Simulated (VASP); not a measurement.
# LiF (P6_3mc) in VASP: single point with LDA

Aim: the single point of LiF with LDA.

Program: VASP 6.6.1. These are calculated values, not measurements. Logs are shortened: lines on timing, memory, paths and dates and some standing lists are left out, and cuts for length are marked.

## (1) The cell of the first run

Symmetry: P6_3mc, No. 186, hexagonal system. The conventional cell has a = 3.061 Å, b = 3.061 Å, c = 4.807 Å, α = 90.00°, β = 90.00°, γ = 120.00°. Within 2.5 Å of Li (site symmetry 3m) lie 4 F at 1.85 to 1.86 Å. Within 2.5 Å of F (site symmetry 3m) lie 4 Li at 1.85 to 1.86 Å.

## (2) Single point, LDA

Contents of INCAR:

```
PREC = Accurate
ENCUT = 520
EDIFF = 1E-7
ISMEAR = 0
SIGMA = 0.01
LREAL = False
LASPH = True
NELM = 80
ALGO = Normal
ISIF = 2
LWAVE = False
LCHARG = False
GGA = CA
NBANDS = 18
```

Contents of KPOINTS:

```
Automatic mesh
0
Gamma
  6 6 4
```

Contents of POSCAR:

```
LiF
1.0
    3.0609398200      0.0000000000      0.0000000000
   -1.5304699100      2.6508516400      0.0000000000
    0.0000000000      0.0000000000      4.8073245700
Li F
2 2
Direct
    0.3333333293      0.6666666717      0.3811542602
    0.6666666674      0.3333333283      0.8811542592
    0.3333333293      0.6666666717      0.9938437400
    0.6666666674      0.3333333283      0.4938437410
```

Potentials or basis: VASP PAW LDA potentials, release 64 (Li_sv, F).

The run is started by

```console
$ cat potpaw_LDA.64/Li_sv/POTCAR potpaw_LDA.64/F/POTCAR > POTCAR
$ mpirun -np 1 vasp_std > vasp.out
```

OUTCAR:

```text
PREC = Accurate
   ENCUT = 520
   EDIFF = 1E-7
   ISMEAR = 0
   LREAL = False
   LASPH = True
   NELM = 80
   ISIF = 2
   GGA = CA

 ion  position               nearest neighbor table
   1  0.333  0.667  0.381-   4 1.85   4 1.85   4 1.85   3 1.86
   2  0.667  0.333  0.881-   3 1.85   3 1.85   3 1.85   4 1.86
   3  0.333  0.667  0.994-   2 1.85   2 1.85   2 1.85   1 1.86
   4  0.667  0.333  0.494-   1 1.85   1 1.85   1 1.85   2 1.86

  LATTYP: Found a hexagonal cell.
 ALAT       =     3.0609398200
 C/A-ratio  =     1.5705387406

  Lattice vectors:

 A1 = (   3.0609398200,   0.0000000000,   0.0000000000)
 A2 = (  -1.5304699100,   2.6508516400,   0.0000000000)
 A3 = (   0.0000000000,   0.0000000000,   4.8073245700)

Analysis of symmetry for initial positions (statically):
=====================================================================
 Subroutine PRICEL returns:
 Original cell was already a primitive cell.

 Routine SETGRP: Setting up the symmetry group for a
 hexagonal supercell.

 Subroutine GETGRP returns: Found 12 space group operations
 (whereof  6 operations were pure point group operations)
 out of a pool of 24 trial point group operations.

The static configuration has the point symmetry C_3v.
 The point group associated with its full space group is C_6v.

Analysis of symmetry for dynamics (positions and initial velocities):
=====================================================================
 Subroutine PRICEL returns:
 Original cell was already a primitive cell.

 Routine SETGRP: Setting up the symmetry group for a
 hexagonal supercell.

 Subroutine GETGRP returns: Found 12 space group operations
 (whereof  6 operations were pure point group operations)
 out of a pool of 24 trial point group operations.

The dynamic configuration has the point symmetry C_3v.
 The point group associated with its full space group is C_6v.

 Subroutine INISYM returns: Found 12 space group operations
 (whereof  6 operations are pure point group operations),
 and found     1 'primitive' translations

----------------------------------------------------------------------------------------

                                     Primitive cell

  volume of cell :      39.0071

  direct lattice vectors                    reciprocal lattice vectors
     3.060939820  0.000000000  0.000000000     0.326697047  0.188618628  0.000000000
    -1.530469910  2.650851640  0.000000000     0.000000000  0.377237256  0.000000000
     0.000000000  0.000000000  4.807324570     0.000000000  0.000000000  0.208015911

  length of vectors
     3.060939820  3.060939817  4.807324570     0.377237256  0.377237256  0.208015911

  position of ions in fractional coordinates (direct lattice)
     0.333333329  0.666666672  0.381154260
     0.666666667  0.333333328  0.881154259
     0.333333329  0.666666672  0.993843740
     0.666666667  0.333333328  0.493843741

  ion indices of the primitive-cell ions
   primitive index   ion index
                 1           1
                 2           2
                 3           3
                 4           4

----------------------------------------------------------------------------------------

 KPOINTS: Automatic mesh

Automatic generation of k-mesh.
 Grid dimensions read from file:
 generate k-points for:    6    6    4

 Generating k-lattice:

  Cartesian coordinates                     Fractional coordinates (reciprocal lattice)
     0.054449508  0.031436438  0.000000000     0.166666667  0.000000000  0.000000000
     0.000000000  0.062872876  0.000000000     0.000000000  0.166666667  0.000000000
     0.000000000  0.000000000  0.052003978     0.000000000  0.000000000  0.250000000

  Length of vectors
     0.062872876  0.062872876  0.052003978

  Shift w.r.t. Gamma in fractional coordinates (k-lattice)
     0.000000000  0.000000000  0.000000000

 Subroutine IBZKPT returns following result:
 ===========================================

 Found     21 irreducible k-points:

 Following reciprocal coordinates:
            Coordinates               Weight
  0.000000  0.000000  0.000000      1.000000
  0.166667  0.000000  0.000000      6.000000
  0.333333 -0.000000  0.000000      6.000000
  0.500000 -0.000000  0.000000      3.000000
  0.166667  0.166667  0.000000      6.000000
  0.333333  0.166667  0.000000     12.000000
[... 13 lines left out ...]
  0.333333  0.166667  0.500000     12.000000
  0.333333  0.333333  0.500000      2.000000
   k-points           NKPTS =     21   k-points in BZ     NKDIM =     21   number of bands    NBANDS=     18
   number of dos      NEDOS =    301   number of ions     NIONS =      4
   total plane-waves  NPLWV =  20736
   dimension x,y,z NGX =    24 NGY =   24 NGZ =   36
   dimension x,y,z NGXF=    48 NGYF=   48 NGZF=   72
   ions per type =               2   2
   NGX,Y,Z   is equivalent  to a cutoff of  13.03, 13.03, 12.45 a.u.
   NGXF,Y,Z  is equivalent  to a cutoff of  26.07, 26.07, 24.90 a.u.
 SYSTEM =  unknown system
   PREC   = accura    normal or accurate (medium, high low for compatibility)
   ISTART =      0    job   : 0-new  1-cont  2-samecut
   ICHARG =      2    charge: 1-file 2-atom 10-const
   ISPIN  =      1    spin polarized calculation?
   LNONCOLLINEAR =      F non collinear calculations
   LSORBIT =      F    spin-orbit coupling
   LASPH  =      T    aspherical Exc in radial PAW
   ENCUT  =  520.0 eV  38.22 Ry    6.18 a.u.   5.69  5.69  8.94*2*pi/ulx,y,z
   NELM   =     80;   NELMIN=  2; NELMDL= -5     # of ELM steps
   EDIFF  = 0.1E-06   stopping-criterion for ELM
   LREAL  =      F    real-space projection
   EDIFFG = 0.1E-05   stopping-criterion for IOM
   NSW    =      0    number of steps for IOM
   IBRION =     -1    ionic relax: 0-MD 1-quasi-New 2-CG
   NFREE  =      0    steps in history (QN), initial steepest desc. (CG)
   ISIF   =      2    stress and relaxation
   ISYM   =      2    0-nonsym 1-usesym 2-fastsym
   POTIM  = 0.5000    time-step for ionic-motion
   TEBEG  =    0.0;   TEEND  =   0.0 temperature during run
   PSTRESS=    0.0 pullay stress
   NELECT =      20.0000    total number of electrons
   NUPDOWN=      -1.0000    fix difference up-down
   EMIN   =  10.00;   EMAX   =-10.00  energy-range for DOS
   EFERMI =   0.00;   METHOD = LEGACY
   ISMEAR =     0;   SIGMA  =   0.01  broadening in eV -4-tet -1-fermi 0-gaus
   EFERMI_NEDOS =   21; number of points for ismear=-14 and -15
   IALGO  =     38    algorithm
   IMIX   =      4    mixing-type and parameters
     AMIX     =   0.40;   BMIX     =  1.00
     AMIX_MAG =   1.60;   BMIX_MAG =  1.00
  volume/ion in A,a.u.               =       9.75        65.81
  Fermi-wavevector in a.u.,A,eV,Ry     =   1.310299  2.476105 23.359603  1.716882
  Thomas-Fermi vector in A             =   2.440838
   LORBIT       =      0    0 simple, 1 ext, 2 COOP (PROOUT), +10 PAW based schemes
   GGA     = CA    functional components
   LHFCALC =     F    Hartree Fock is set to
   AEXX    =    0.0000 exact exchange contribution
   IVDW    =     0    specifies the selected vdW correction
   LEPSILON=     F    determine dielectric tensor
   LRPA    =     F    only Hartree local field effects (RPA)
 non-spin polarized calculation
 Gauss-broadening in eV      SIGMA  =   0.01
  energy-cutoff  :      520.00
  volume of cell :       39.01
 maximum number of plane-waves:      1085
 NGX is ok and might be reduce to    24
   NGX = 11   NGY = 11   NGZ = 17

 number of electron      20.0000020 magnetization

 Free energy of the ion-electron system (eV)
  ---------------------------------------------------
  ext. energy  EPLUGINS =         0.00000000
  ---------------------------------------------------
  free energy    TOTEN  =       -20.79342541 eV

  energy without entropy =      -20.79342541  energy(sigma->0) =      -20.79342541

 E-fermi :  -2.5937     XC(G=0):  -9.6274

 val. band max:       -2.6909401984   @ k =   0.0000   0.0000   0.0000
 cond. band min:       4.8970634161   @ k =   0.0000   0.0000   0.0000
 fundamental gap:      7.5880036146
 Fermi energy:        -2.5937321840

 k-point     1 :       0.0000    0.0000    0.0000
  band No.  band energies     occupation
      1     -41.9440      2.00000
      2     -41.8922      2.00000
      3     -21.7336      2.00000
      4     -21.4836      2.00000
      5      -4.9841      2.00000
      6      -3.1793      2.00000
[... 10 lines left out ...]
     17      16.6593      0.00000
     18      17.3261      0.00000

 k-point     2 :       0.1667    0.0000    0.0000
  band No.  band energies     occupation
      1     -41.9336      2.00000
      2     -41.8879      2.00000
      3     -21.6964      2.00000
      4     -21.4751      2.00000
      5      -4.8434      2.00000
      6      -3.4914      2.00000
[... 10 lines left out ...]
     17      16.9153      0.00000
     18      17.0861      0.00000

 k-point     3 :       0.3333   -0.0000    0.0000
  band No.  band energies     occupation
      1     -41.9112      2.00000
      2     -41.8814      2.00000
      3     -21.6110      2.00000
      4     -21.4688      2.00000
      5      -4.6621      2.00000
      6      -4.0289      2.00000
[... 10 lines left out ...]
     17      16.5501      0.00000
     18      17.6037      0.00000

 k-point     4 :       0.5000   -0.0000    0.0000
  band No.  band energies     occupation
      1     -41.8976      2.00000
      2     -41.8806      2.00000
      3     -21.5522      2.00000
      4     -21.4806      2.00000
      5      -4.8387      2.00000
      6      -4.0041      2.00000
[... 10 lines left out ...]
     17      16.2134      0.00000
     18      18.1312      0.00000

 k-point     5 :       0.1667    0.1667    0.0000
  band No.  band energies     occupation
      1     -41.9171      2.00000
      2     -41.8827      2.00000
      3     -21.6349      2.00000
      4     -21.4680      2.00000
      5      -4.6090      2.00000
      6      -4.0905      2.00000
[... 10 lines left out ...]
     17      17.3760      0.00000
     18      17.9243      0.00000

 k-point     6 :       0.3333    0.1667    0.0000
  band No.  band energies     occupation
      1     -41.8976      2.00000
      2     -41.8806      2.00000
      3     -21.5554      2.00000
      4     -21.4763      2.00000
      5      -4.7433      2.00000
      6      -4.1955      2.00000
[... 10 lines left out ...]
     17      16.2910      0.00000
     18      18.4787      0.00000

 k-point     7 :       0.3333    0.3333    0.0000
  band No.  band energies     occupation
      1     -41.8855      2.00000
      2     -41.8855      2.00000
      3     -21.5033      2.00000
      4     -21.5033      2.00000
      5      -4.8804      2.00000
      6      -3.9274      2.00000
[... 10 lines left out ...]
     17      15.1265      0.00000
     18      18.3081      0.00000

 k-point     8 :       0.0000    0.0000    0.2500
  band No.  band energies     occupation
      1     -41.9363      2.00000
      2     -41.8996      2.00000
      3     -21.6997      2.00000
      4     -21.5227      2.00000
      5      -4.6767      2.00000
      6      -3.1305      2.00000
[... 10 lines left out ...]
     17      16.3469      0.00000
     18      16.3469      0.00000
[... 166 lines left out ...]
     17      16.3869      0.00000
     18      16.3869      0.00000

 k-point    17 :       0.3333   -0.0000    0.5000
  band No.  band energies     occupation
      1     -41.8963      2.00000
      2     -41.8963      2.00000
      3     -21.5447      2.00000
      4     -21.5447      2.00000
      5      -4.3387      2.00000
      6      -4.3387      2.00000
[... 10 lines left out ...]
     17      16.7288      0.00000
     18      16.7288      0.00000

 k-point    18 :       0.5000   -0.0000    0.5000
  band No.  band energies     occupation
      1     -41.8890      2.00000
      2     -41.8890      2.00000
      3     -21.5201      2.00000
      4     -21.5201      2.00000
      5      -4.5691      2.00000
      6      -4.5691      2.00000
[... 10 lines left out ...]
     17      16.8567      0.00000
     18      16.8567      0.00000

 k-point    19 :       0.1667    0.1667    0.5000
  band No.  band energies     occupation
      1     -41.8999      2.00000
      2     -41.8999      2.00000
      3     -21.5563      2.00000
      4     -21.5563      2.00000
      5      -4.1844      2.00000
      6      -4.1844      2.00000
[... 10 lines left out ...]
     17      16.9263      0.00000
     18      16.9263      0.00000

 k-point    20 :       0.3333    0.1667    0.5000
  band No.  band energies     occupation
      1     -41.8890      2.00000
      2     -41.8890      2.00000
      3     -21.5197      2.00000
      4     -21.5197      2.00000
      5      -4.4429      2.00000
      6      -4.4429      2.00000
[... 10 lines left out ...]
     17      17.3557      0.00000
     18      17.3557      0.00000

 k-point    21 :       0.3333    0.3333    0.5000
  band No.  band energies     occupation
      1     -41.8854      2.00000
      2     -41.8854      2.00000
      3     -21.5069      2.00000
      4     -21.5069      2.00000
      5      -4.3548      2.00000
      6      -4.3548      2.00000
[... 10 lines left out ...]
     17      18.2179      0.00000
     18      18.2179      0.00000

------------------------ aborting loop because EDIFF is reached ----------------------------------------

  FORCE on cell =-STRESS in cart. coord.  units (eV):
  Direction    XX          YY          ZZ          XY          YZ          ZX
  --------------------------------------------------------------------------------------
  -------------------------------------------------------------------------------------
  Total       -0.7281751     -0.7281751     -0.8333015      0.0000000      0.0000000      0.0000000
  in kB      -29.9090609    -29.9090609    -34.2270181      0.0000000      0.0000000      0.0000000
  external PRESSURE =     -31.3483800 kB  Pullay stress =       0.0000000 kB

 VOLUME and BASIS-vectors are now :
 -----------------------------------------------------------------------------
  energy-cutoff  :      520.00
  volume of cell :       39.01
      direct lattice vectors                 reciprocal lattice vectors
     3.060939820  0.000000000  0.000000000     0.326697047  0.188618628  0.000000000
    -1.530469910  2.650851640  0.000000000     0.000000000  0.377237256  0.000000000
     0.000000000  0.000000000  4.807324570     0.000000000  0.000000000  0.208015911

 POSITION                                       TOTAL-FORCE (eV/Angst)
 -----------------------------------------------------------------------------------
     -0.00000      1.76723      1.83233        -0.000000     -0.000000     -0.008312
      1.53047      0.88362      4.23599         0.000000      0.000000     -0.008312
     -0.00000      1.76723      4.77773        -0.000000      0.000000      0.008312
      1.53047      0.88362      2.37407         0.000000     -0.000000      0.008312
 -----------------------------------------------------------------------------------
    total drift:                                0.000028     -0.000008     -0.000745

  FREE ENERGIE OF THE ION-ELECTRON SYSTEM (eV)
  ---------------------------------------------------
  free  energy   TOTEN  =       -20.7934254088 eV

  energy  without entropy=      -20.7934254088  energy(sigma->0) =      -20.79342541
```

Wall time 24 s (1 thread of AMD EPYC 7R13 (Zen 3), shared host); peak memory 0.1 GiB.

Results:

| Item | Value |
| --- | --- |
| Free energy | -20.7934 eV |
| Largest force | 0.008 eV/Å |
| Band gap on the k mesh | 7.59 eV, direct |

Forces on the atoms (eV/Å):
```
Li   0.000  0.000 -0.008
Li   0.000  0.000 -0.008
F    0.000  0.000  0.008
F    0.000  0.000  0.008
```

Caveat: the cutoff is under 1.25 times the usual one of these potentials, so pressure, stress and relaxed cells hold a basis-set (Pulay) error.
